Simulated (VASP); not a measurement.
Input of a VASP 6.6.1 run:

File POSCAR:

```
GaAs
1.0
    0.0000000000      2.8640496607      2.8640496607
    2.8640496607      0.0000000000      2.8640496607
    2.8640496607      2.8640496607      0.0000000000
As Ga
1 1
Direct
    0.7500000000      0.7500000000      0.7500000000
    0.0000000000      0.0000000000      0.0000000000
```

INCAR.step1

```
PREC = Accurate
ENCUT = 520
ISMEAR = 0
SIGMA = 0.01
LREAL = F
LASPH = T
NELM = 60
NBANDS = 16
GGA = PE
ALGO = Normal
EDIFF = 1E-4
LWAVE = T
LCHARG = F
```

The input INCAR.step2:

```
PREC = Accurate
ENCUT = 520
EDIFF = 1E-7
ISMEAR = 0
SIGMA = 0.01
LREAL = F
LASPH = T
NELM = 60
ALGO = Normal
ISIF = 2
LWAVE = F
LCHARG = F
METAGGA = R2SCAN
LMIXTAU = T
LUSE_VDW = T
IVDW_NL = 2
BPARAM = 11.95
CPARAM = 0.0093
NBANDS = 16
ISTART = 1
```

KPOINTS

```
Automatic mesh
0
Gamma
  8 8 8
```

Potentials or basis: VASP PAW PBE potentials, release 64 (As, Ga_d).

Launch:

```bash
$ cat potpaw_PBE.64/As/POTCAR potpaw_PBE.64/Ga_d/POTCAR > POTCAR
$ cp INCAR.step1 INCAR
$ mpirun -np 1 vasp_std > vasp.out
$ cp INCAR.step2 INCAR
$ mpirun -np 1 vasp_std > vasp.out
```

Estimate the pressure.

-2.8 GPa.

Predict the band gap on the k mesh.

0.67 eV, direct.

Caveat: the PAW data sets were made with another functional, which shifts forces and pressure a little.
